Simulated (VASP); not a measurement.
TaAl5:

```
Ta Al
1.0
     4.54854    0.00000    0.00000
     0.00000    4.54854    0.00000
     0.00000    0.00000    5.25142
Ta Al
1 5
Direct
  0.00000 0.00000 0.50000
  0.70097 0.70097 0.50000
  0.29903 0.29903 0.50000
  0.29903 0.70097 0.50000
  0.70097 0.29903 0.50000
  0.00000 0.00000 0.00000
```

- Program: VASP 6.6.1
- Task: relaxation of cell and atoms
- Functional: PBE
- Potentials or basis: VASP PAW PBE potentials, release 64 (Ta_pv, Al)
- Cutoff: 600 eV
- k mesh: 4 × 4 × 4
- Occupations: gaussian, width 0.1 eV
- Spin: no spin polarisation

At the start: pressure 98.7 GPa; volume 18.11 Å³/atom.

Question: Where does the relaxation end?

Answer: Over 14 steps the energy falls by 4447.7 meV/atom and the volume is 34.38 Å³/atom (+89.8 %); space group P4/mmm (No. 123, to 0.05 Å).

Step by step:
```
step  energy change (eV)  largest force (eV/Å)  pressure (GPa)  volume (Å³)
   1              0.0000                5.7393           98.70       108.65
   2            -11.1170                0.8700           -3.88       350.42
   3            -23.0980                0.7972           -4.07       315.22
   4            -24.3534                0.4928           -4.01       290.06
   5            -25.8410                2.0811            5.42       188.95
   6            -26.1310                0.7174           -1.68       232.16
   7            -26.3001                1.1229           -0.25       218.41
   8            -26.3132                1.2391            0.25       214.69
   9            -26.5058                0.6164           -0.80       216.67
  10            -26.5453                0.2681           -1.35       218.03
  11            -26.6716                0.0988           -0.42       209.30
  12            -26.6854                0.0172            0.08       205.75
  13            -26.6853                0.0270            0.12       205.51
  14            -26.6862                0.0119            0.03       206.26
```

Final structure:
```
Ta Al
1.0
     6.31732    0.00000    0.00000
     0.00000    6.31732    0.00000
     0.00000    0.00000    5.16833
Ta Al
1 5
Direct
  0.00000 0.00000 0.50000
  0.71582 0.71582 0.50000
  0.28418 0.28418 0.50000
  0.28418 0.71582 0.50000
  0.71582 0.28418 0.50000
  0.00000 0.00000 0.00000
```

Caveat: the volume moved by over 15 % at a fixed basis, so the end points are rough.
